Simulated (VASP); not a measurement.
A run of VASP 6.6.1 is set up as follows.

The input INCAR:

```
SYSTEM = HfO2
ALGO = Normal
EDIFF = 1E-6
ENCUT = 520
GGA = PS
ISIF = 2
ISMEAR = 0
LASPH = .True.
LCHARG = .False.
LREAL = .False.
LWAVE = .False.
NBANDS = 31
NELM = 60
PREC = Accurate
SIGMA = 0.01
```

The input KPOINTS:

```
k-points
0
Gamma
  4 4 6
  0 0 0
```

Contents of POSCAR:

```
HfO2
1.0
    4.6900542307      0.0000000000      0.0000000000
    0.0000000000      4.6900542307      0.0000000000
    0.0000000000      0.0000000000      3.1231883487
Hf O
2 4
Direct
    0.0000000000      0.0000000000      0.0000000000
    0.5000000000      0.5000000000      0.5000000000
    0.1949550000      0.8050450000      0.5000000000
    0.3050450000      0.3050450000      0.0000000000
    0.6949550000      0.6949550000      0.0000000000
    0.8050450000      0.1949550000      0.5000000000
```

Potentials or basis: VASP PAW PBE potentials, release 64 (Hf_pv, O).

Command:

```console
$ cat potpaw_PBE.64/Hf_pv/POTCAR potpaw_PBE.64/O/POTCAR > POTCAR
$ mpirun -np 1 vasp_std > vasp.out
```

Question: What does it give for the largest force?

Answer: 0.247 eV/Å.

Question: Estimate the pressure.

Answer: 20.6 GPa.

Stress tensor (GPa, compression positive):
```
18.86  0.00  0.00
 0.00 18.86  0.00
 0.00  0.00 24.03
```

Caveat: the PAW data sets were made with another functional, which shifts forces and pressure a little.
